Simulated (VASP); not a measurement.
**Pb: single point with RPBE+D3(BJ)**

The system is Pb.

```
CELL_PARAMETERS angstrom
0.00000 2.45841 2.45841
2.45841 0.00000 2.45841
2.45841 2.45841 0.00000
ATOMIC_POSITIONS crystal
Pb 0.00000 0.00000 0.00000
```

- Program: VASP 6.6.1
- Task: single point
- Functional: RPBE
- Dispersion: D3(BJ)
- Potentials or basis: VASP PAW PBE potentials, release 64 (Pb_d)
- Cutoff: 520 eV
- k mesh: 9 × 9 × 9
- Occupations: fermi-dirac, width 0.05 eV
- Spin: no spin polarisation
- Dipole correction: no
- Further INCAR settings: ALGO = Fast; EDIFF = 1e-06; NBANDS = 13

```yaml
Pressure: -16.4 GPa
Band_gap_on_the_k_mesh: zero (band 7 reaches 15.24 eV, above the bottom of band 8 at 6.05 eV)
Dispersion_energy_per_atom: -2.530 eV
```

Levels at points of the mesh, in eV from the Fermi level:
| k point | band 5 | band 6 | band 7 | band 8 | band 9 | band 10 |
| --- | --- | --- | --- | --- | --- | --- |
| (0.00, 0.00, 0.00) | -16.86 | -11.74 | 7.76 | 7.76 | 7.76 | 9.89 |

It took 12 s on 1 thread of AMD EPYC 7R13, on a shared host, peak memory 0.16 GiB.

Caveat: the PAW data sets were made with another functional, which shifts forces and pressure a little; spin-orbit coupling is left out, which moves the levels of the heavy elements; pairwise dispersion overbinds metals, which lowers pressure and volume.
